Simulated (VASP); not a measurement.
# InP (Fm-3m) in VASP: a series of runs, part 2 of 2

VASP 6.6.1. Earlier steps stand in the parts before.

## Step 3: Electric field gradients, LDA (21.87 Å³/atom)

This run uses another cell than the first one, of 21.87 Å³/atom.

INCAR reads:

```
ALGO = Normal
EDIFF = 1E-8
ENCUT = 520
GGA = CA
ISIF = 2
ISMEAR = -1
LASPH = True
LCHARG = False
LEFG = True
LREAL = False
LWAVE = False
NBANDS = 16
NELM = 100
PREC = Accurate
SIGMA = 0.05
```

KPOINTS reads:

```
k-points
0
Gamma
  11 11 11
```

POSCAR reads:

```
InP
1.0
    0.0000000000      2.7967183404      2.7967183404
    2.7967183404      0.0000000000      2.7967183404
    2.7967183404      2.7967183404      0.0000000000
In P
1 1
Direct
    0.0000000000      0.0000000000      0.0000000000
    0.5000000000      0.5000000000      0.5000000000
```

Potentials or basis: VASP PAW LDA potentials, release 64 (In_d, P).

The run is started by

```sh
$ cat potpaw_LDA.64/In_d/POTCAR potpaw_LDA.64/P/POTCAR > POTCAR
$ mpirun -np 1 vasp_std > vasp.out
```

OUTCAR:

```text
EDIFF = 1E-8
   ENCUT = 520
   GGA = CA
   ISIF = 2
   ISMEAR = -1
   LASPH = True
   LREAL = False
   NELM = 100
   PREC = Accurate

 ion  position               nearest neighbor table
   1  0.000  0.000  0.000-   2 2.80   2 2.80   2 2.80   2 2.80   2 2.80   2 2.80
   2  0.500  0.500  0.500-   1 2.80   1 2.80   1 2.80   1 2.80   1 2.80   1 2.80

  LATTYP: Found a face centered cubic cell.
 ALAT       =     5.5934366808

  Lattice vectors:

 A1 = (   0.0000000000,   2.7967183404,   2.7967183404)
 A2 = (   2.7967183404,   0.0000000000,   2.7967183404)
 A3 = (   2.7967183404,   2.7967183404,   0.0000000000)

Analysis of symmetry for initial positions (statically):
=====================================================================
 Subroutine PRICEL returns:
 Original cell was already a primitive cell.

 Routine SETGRP: Setting up the symmetry group for a
 face centered cubic supercell.

 Subroutine GETGRP returns: Found 48 space group operations
 (whereof 48 operations were pure point group operations)
 out of a pool of 48 trial point group operations.

The static configuration has the point symmetry O_h .

Analysis of symmetry for dynamics (positions and initial velocities):
=====================================================================
 Subroutine PRICEL returns:
 Original cell was already a primitive cell.

 Routine SETGRP: Setting up the symmetry group for a
 face centered cubic supercell.

 Subroutine GETGRP returns: Found 48 space group operations
 (whereof 48 operations were pure point group operations)
 out of a pool of 48 trial point group operations.

The dynamic configuration has the point symmetry O_h .

 Subroutine INISYM returns: Found 48 space group operations
 (whereof 48 operations are pure point group operations),
 and found     1 'primitive' translations

----------------------------------------------------------------------------------------

                                     Primitive cell

  volume of cell :      43.7498

  direct lattice vectors                    reciprocal lattice vectors
     0.000000000  2.796718340  2.796718340    -0.178780964  0.178780964  0.178780964
     2.796718340  0.000000000  2.796718340     0.178780964 -0.178780964  0.178780964
     2.796718340  2.796718340  0.000000000     0.178780964  0.178780964 -0.178780964

  length of vectors
     3.955157007  3.955157007  3.955157007     0.309657712  0.309657712  0.309657712

  position of ions in fractional coordinates (direct lattice)
     0.000000000  0.000000000  0.000000000
     0.500000000  0.500000000  0.500000000

  ion indices of the primitive-cell ions
   primitive index   ion index
                 1           1
                 2           2

----------------------------------------------------------------------------------------

 KPOINTS: k-points

Automatic generation of k-mesh.
 Grid dimensions read from file:
 generate k-points for:   11   11   11
[... 71 lines left out ...]
   ISYM   =      2    0-nonsym 1-usesym 2-fastsym
   POTIM  = 0.5000    time-step for ionic-motion
   TEBEG  =    0.0;   TEEND  =   0.0 temperature during run
   PSTRESS=    0.0 pullay stress
   NELECT =      18.0000    total number of electrons
   NUPDOWN=      -1.0000    fix difference up-down
   EMIN   =  10.00;   EMAX   =-10.00  energy-range for DOS
   EFERMI =   0.00;   METHOD = LEGACY
   ISMEAR =    -1;   SIGMA  =   0.05  broadening in eV -4-tet -1-fermi 0-gaus
   EFERMI_NEDOS =   21; number of points for ismear=-14 and -15
   IALGO  =     38    algorithm
   IMIX   =      4    mixing-type and parameters
     AMIX     =   0.40;   BMIX     =  1.00
     AMIX_MAG =   1.60;   BMIX_MAG =  1.00
  volume/ion in A,a.u.               =      21.87       147.62
  Fermi-wavevector in a.u.,A,eV,Ry     =   1.217606  2.300943 20.171527  1.482565
  Thomas-Fermi vector in A             =   2.352921
   LORBIT       =      0    0 simple, 1 ext, 2 COOP (PROOUT), +10 PAW based schemes
   GGA     = CA    functional components
   LHFCALC =     F    Hartree Fock is set to
   AEXX    =    0.0000 exact exchange contribution
   IVDW    =     0    specifies the selected vdW correction
   LEPSILON=     F    determine dielectric tensor
   LRPA    =     F    only Hartree local field effects (RPA)
 non-spin polarized calculation
  energy-cutoff  :      520.00
  volume of cell :       43.75
 maximum number of plane-waves:      1243
 NGX is ok and might be reduce to    30
   NGX = 15   NGY = 15   NGZ = 15

 number of electron      18.0000004 magnetization

 Free energy of the ion-electron system (eV)
  ---------------------------------------------------
  ext. energy  EPLUGINS =         0.00000000
  ---------------------------------------------------
  free energy    TOTEN  =        -9.23624645 eV

  energy without entropy =       -9.22928810  energy(sigma->0) =       -9.23276727

 E-fermi :   6.4593     XC(G=0): -10.5041

 val. band max:        6.4394089787   @ k =   0.4545   0.2727   0.0000
 cond. band min:       6.4717657780   @ k =  -0.0909   0.0909   0.0000
 fundamental gap:      0.0323567993
 Fermi energy:         6.4593423901

 k-point     1 :       0.0000    0.0000    0.0000
  band No.  band energies     occupation
      1      -7.6344      2.00000
      2      -7.6344      2.00000
      3      -7.6119      2.00000
      4      -7.6119      2.00000
      5      -7.6119      2.00000
      6      -5.3074      2.00000
[... 433 lines left out ...]
      3      -7.6092      2.00000
      4      -7.5784      2.00000
      5      -7.5665      2.00000
      6      -4.2637      2.00000
[... 8 lines left out ...]
     15      16.3823      0.00000
     16      17.4472      0.00000

 [... further k-points ...]

------------------------ aborting loop because EDIFF is reached ----------------------------------------

  FORCE on cell =-STRESS in cart. coord.  units (eV):
  Direction    XX          YY          ZZ          XY          YZ          ZX
  --------------------------------------------------------------------------------------
  -------------------------------------------------------------------------------------
  Total       -1.8755827     -1.8755827     -1.8755827      0.0000000      0.0000000     -0.0000000
  in kB      -68.6863784    -68.6863784    -68.6863784      0.0000000      0.0000000     -0.0000000
  external PRESSURE =     -68.6863784 kB  Pullay stress =       0.0000000 kB

 VOLUME and BASIS-vectors are now :
 -----------------------------------------------------------------------------
  energy-cutoff  :      520.00
  volume of cell :       43.75
      direct lattice vectors                 reciprocal lattice vectors
     0.000000000  2.796718340  2.796718340    -0.178780964  0.178780964  0.178780964
     2.796718340  0.000000000  2.796718340     0.178780964 -0.178780964  0.178780964
     2.796718340  2.796718340  0.000000000     0.178780964  0.178780964 -0.178780964

 POSITION                                       TOTAL-FORCE (eV/Angst)
 -----------------------------------------------------------------------------------
      0.00000      0.00000      0.00000         0.000000      0.000000     -0.000000
      2.79672      2.79672      2.79672        -0.000000     -0.000000      0.000000
 -----------------------------------------------------------------------------------
    total drift:                               -0.000000      0.000000      0.000000

  FREE ENERGIE OF THE ION-ELECTRON SYSTEM (eV)
  ---------------------------------------------------
  free  energy   TOTEN  =        -9.2362464475 eV

  energy  without entropy=       -9.2292880989  energy(sigma->0) =       -9.23276727

 Electric field gradients (V/A^2)
---------------------------------------------------------------------
 ion       V_xx      V_yy      V_zz      V_xy      V_xz      V_yz
---------------------------------------------------------------------
   1       0.000    -0.000    -0.000     0.001     0.001     0.001
   2      -0.000    -0.000    -0.000    -0.000    -0.000    -0.000
---------------------------------------------------------------------

 Electric field gradients after diagonalization (V/A^2)
 (convention: |V_zz| > |V_xx| > |V_yy|)
----------------------------------------------------------------------
 ion       V_xx      V_yy      V_zz     asymmetry (V_yy - V_xx)/ V_zz
----------------------------------------------------------------------
   1      -0.001    -0.001     0.003       0.000
   2       0.000     0.000    -0.001       0.000
----------------------------------------------------------------------

           NMR quadrupolar parameters

 Cq : quadrupolar parameter    Cq=e*Q*V_zz/h
 eta: asymmetry parameters     (V_yy - V_xx)/ V_zz
 Q  : nuclear electric quadrupole moment in mb (millibarn)
----------------------------------------------------------------------
 ion       Cq(MHz)       eta       Q (mb)
----------------------------------------------------------------------
   1       0.000       0.000       1.000
   2      -0.000       0.000       1.000
----------------------------------------------------------------------
```

OSZICAR:

```text
N       E                     dE             d eps       ncg     rms          rms(c)
DAV:   1     0.106901698758E+03    0.10690E+03   -0.83971E+03  1808   0.131E+03
DAV:   2    -0.251391254032E+01   -0.10942E+03   -0.10470E+03  1984   0.307E+02
DAV:   3    -0.934357607480E+01   -0.68297E+01   -0.67050E+01  2360   0.720E+01
DAV:   4    -0.950836952827E+01   -0.16479E+00   -0.16473E+00  2272   0.115E+01
DAV:   5    -0.951578848973E+01   -0.74190E-02   -0.74188E-02  2576   0.215E+00    0.459E+00
DAV:   6    -0.925188422598E+01    0.26390E+00   -0.48158E-01  2696   0.112E+01    0.261E+00
DAV:   7    -0.923968116291E+01    0.12203E-01   -0.51968E-02  2472   0.182E+00    0.110E+00
DAV:   8    -0.923633425613E+01    0.33469E-02   -0.39501E-03  2240   0.737E-01    0.112E-01
DAV:   9    -0.923624476672E+01    0.89489E-04   -0.22012E-04  2808   0.218E-01    0.730E-02
DAV:  10    -0.923624685648E+01   -0.20898E-05   -0.19922E-05  2288   0.363E-02    0.301E-02
DAV:  11    -0.923624650793E+01    0.34855E-06   -0.27671E-06  2480   0.163E-02    0.437E-03
DAV:  12    -0.923624644954E+01    0.58395E-07   -0.47067E-07  2360   0.118E-02    0.220E-03
DAV:  13    -0.923624644753E+01    0.20075E-08   -0.14209E-08  1736   0.135E-03
   1 F= -.92362464E+01 E0= -.92327673E+01  d E =-.695835E-02
```

stdout:

```text
POSCAR found type information on POSCAR InP
 POSCAR found :  2 types and       2 ions
 scaLAPACK will be used
 LDA part: xc-table for (Slater(with rela. corr.)+CA(PZ))
 , standard interpolation
 POSCAR, INCAR and KPOINTS ok, starting setup
 FFT: planning ... GRIDC
 FFT: planning ... GRID_SOFT
 FFT: planning ... GRID
 WAVECAR not read
 entering main loop
ion   1

ion   2
```

It took 63 s on 1 thread of Intel Xeon 8259CL, shared host; peak memory 0.17 GiB.

What came out:

```yaml
Free_energy: -9.2362 eV
Pressure: -6.9 GPa
Band_gap_on_the_k_mesh: zero (bands 9 and 10 overlap by 2.54 eV)
Largest_electric_field_gradient_by_atom: zero within the noise of the run
```

Levels at points of the mesh, in eV from the Fermi level:
```csv
k point,band 6,band 7,band 8,band 9,band 10,band 11,band 12,band 13
"(0.00, 0.00, 0.00)",-11.77,-0.23,-0.23,-0.23,0.16,7.13,7.13,7.13
```

Caveat: the cell stands under tension; spin-orbit coupling is left out, which moves the levels of the heavy elements.

## Step 4: Electric field gradients, LDA (22.34 Å³/atom)

This run uses another cell than the first one, of 22.34 Å³/atom.

INCAR reads:

```
PREC     = Accurate       # precision mode
ENCUT    = 520            # plane-wave cutoff, eV
EDIFF    = 1E-8           # SCF threshold, eV
ISMEAR   = -1             # smearing method
SIGMA    = 0.05           # smearing width, eV
LREAL    = False          # projectors in reciprocal space
LASPH    = True           # aspherical terms in the spheres
NELM     = 60             # most SCF steps
ALGO     = Normal         # electronic algorithm
ISIF     = 2              # what is computed and relaxed
LWAVE    = False          # write WAVECAR
LCHARG   = False          # write CHGCAR
LEFG     = True         
NBANDS   = 16             # bands
```

KPOINTS reads:

```
regular mesh
0
Gamma
  11 11 11
```

POSCAR reads:

```
InP
1.0
    0.0000000000      2.8164141889      2.8164141889
    2.8164141889      0.0000000000      2.8164141889
    2.8164141889      2.8164141889      0.0000000000
In P
1 1
Direct
    0.0000000000      0.0000000000      0.0000000000
    0.5000000000      0.5000000000      0.5000000000
```

Potentials or basis: VASP PAW LDA potentials, release 64 (In_d, P).

The run is started by

```sh
$ cat potpaw_LDA.64/In_d/POTCAR potpaw_LDA.64/P/POTCAR > POTCAR
$ mpirun -np 1 vasp_std > vasp.out
```

OUTCAR:

```text
PREC = Accurate
   ENCUT = 520
   EDIFF = 1E-8
   ISMEAR = -1
   LREAL = False
   LASPH = True
   NELM = 60
   ISIF = 2

 ion  position               nearest neighbor table
   1  0.000  0.000  0.000-   2 2.82   2 2.82   2 2.82   2 2.82   2 2.82   2 2.82
   2  0.500  0.500  0.500-   1 2.82   1 2.82   1 2.82   1 2.82   1 2.82   1 2.82

  LATTYP: Found a face centered cubic cell.
 ALAT       =     5.6328283778

  Lattice vectors:

 A1 = (   0.0000000000,   2.8164141889,   2.8164141889)
 A2 = (   2.8164141889,   0.0000000000,   2.8164141889)
 A3 = (   2.8164141889,   2.8164141889,   0.0000000000)

Analysis of symmetry for initial positions (statically):
[... 667 lines left out ...]

  energy  without entropy=       -9.1862819316  energy(sigma->0) =       -9.18991425

 Electric field gradients (V/A^2)
---------------------------------------------------------------------
 ion       V_xx      V_yy      V_zz      V_xy      V_xz      V_yz
---------------------------------------------------------------------
   1      -0.000    -0.000    -0.000     0.000     0.000     0.000
   2      -0.000     0.000     0.000    -0.000    -0.000    -0.000
---------------------------------------------------------------------

 Electric field gradients after diagonalization (V/A^2)
 (convention: |V_zz| > |V_xx| > |V_yy|)
----------------------------------------------------------------------
 ion       V_xx      V_yy      V_zz     asymmetry (V_yy - V_xx)/ V_zz
----------------------------------------------------------------------
   1      -0.000    -0.000     0.001       0.000
   2       0.000     0.000    -0.001       0.000
----------------------------------------------------------------------

           NMR quadrupolar parameters

 Cq : quadrupolar parameter    Cq=e*Q*V_zz/h
 eta: asymmetry parameters     (V_yy - V_xx)/ V_zz
 Q  : nuclear electric quadrupole moment in mb (millibarn)
----------------------------------------------------------------------
 ion       Cq(MHz)       eta       Q (mb)
----------------------------------------------------------------------
   1       0.000       0.000       1.000
   2      -0.000       0.000       1.000
----------------------------------------------------------------------
```

stdout:

```text
POSCAR found type information on POSCAR InP
 POSCAR found :  2 types and       2 ions
 scaLAPACK will be used
 LDA part: xc-table for (Slater(with rela. corr.)+CA(PZ))
 , standard interpolation
 POSCAR, INCAR and KPOINTS ok, starting setup
 FFT: planning ... GRIDC
 FFT: planning ... GRID_SOFT
 FFT: planning ... GRID
 WAVECAR not read
 entering main loop
ion   1

ion   2
```

Run time: 72 s. Hardware: 1 thread of Intel Xeon 8259CL, shared host; peak memory 0.17 GiB.

Results:

* Free energy: -9.1935 eV
* Pressure: -7.9 GPa
* Band gap on the k mesh: zero (bands 9 and 10 overlap by 2.47 eV)
* Largest electric field gradient by atom: zero within the noise of the run

Caveat: the cell stands under tension; spin-orbit coupling is left out, which moves the levels of the heavy elements.

## Step 5: Summary

| cell | gap on the mesh (eV) | pressure (GPa) |
| --- | --- | --- |
| a = 4.117 Å, angles 60.0°, 2 atoms | none | -11.5 |
| a = 3.955 Å, angles 60.0°, 2 atoms | none | -6.9 |
| a = 3.983 Å, angles 60.0°, 2 atoms | none | -7.9 |

Alike in all rows: task electric field gradients; level LDA; potentials or basis VASP PAW LDA potentials, release 64 (In_d, P); no spin polarisation; k mesh 11 × 11 × 11; cutoff (eV) 520; smearing fermi-dirac 0.05 eV.

Caveats: the cell stands under tension; spin-orbit coupling is left out, which moves the levels of the heavy elements.

Absolute energies hang on the potentials; compare differences alone.
